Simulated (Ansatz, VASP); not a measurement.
**Cu in VASP and in Ansatz**

Contents of INCAR:

```
SYSTEM = Cu
ALGO = Fast ; EDIFF = 1E-7
EDIFFG = -0.005 ; ENCUT = 600
GGA = PS ; IBRION = 2
ISIF = 3 ; ISMEAR = 1
LASPH = .True. ; LCHARG = .False.
LREAL = .False. ; LWAVE = .False.
NELM = 60 ; NSW = 80
PREC = Accurate ; SIGMA = 0.1
```

KPOINTS

```
k-points
0
Gamma
  16 16 12
  0 0 0
```

File POSCAR:

```
Cu
1.0
    2.5455844123      0.0000000000      0.0000000000
    0.0000000000      2.5455844123      0.0000000000
    0.0000000000      0.0000000000      3.6000000000
Cu
2
Direct
    0.0000000000      0.0000000000      0.0000000000
    0.5000000000      0.5000000000      0.5000000000
```

Input for Ansatz:

```yaml
crystal:
  lattice:
    - [2.5455844123, 0.0, 0.0]
    - [0.0, 2.5455844123, 0.0]
    - [0.0, 0.0, 3.6]
  atoms:
    - { symbol: Cu, position: [0.0, 0.0, 0.0] }
    - { symbol: Cu, position: [0.5, 0.5, 0.5] }
scf:
  occupations: { method: methfessel_paxton, width: 0.1 }
output:
  forces: true
  stress: true
  eigenvalues: true
hamiltonian:
  xc: pbesol
kpoints:
  mp_grid: { grid: [16, 16, 12] }
relax:
  f_tol: 0.005
  cell: { stress_tol: 0.02 }
```

Alike in both runs: task relaxation of cell and atoms; functional PBEsol; k mesh 16 × 16 × 12; occupations methfessel-paxton of order 1, width 0.1 eV; no spin polarisation.

|  | VASP | Ansatz |
| --- | --- | --- |
| version | VASP 6.6.1 | Ansatz 0.2.0 |
| potentials or method | VASP PAW PBE potentials, release 64 (Cu) | scalar-relativistic, plane waves, PAW |
| plane-wave cutoff (eV) | 600 | 420 |
| valence electrons in the cell | 22 | 38 |

```csv
,VASP,Ansatz,Ansatz less VASP
"gap on the k mesh at the Fermi level, each at its own relaxed structure (eV)",none,none,-
relaxed volume (Å³/atom),11.36,11.31,-0.052
relaxed cell length with the largest relative difference (Å),3.556,3.548,-0.0073
```

VASP's potentials were made for PBE, not for PBEsol. A gap of «none» marks a metal or a gap that the smearing closes. VASP's potentials hold 22 valence electrons a cell and Ansatz's 38, so a difference there can come from the potentials and not from the codes.
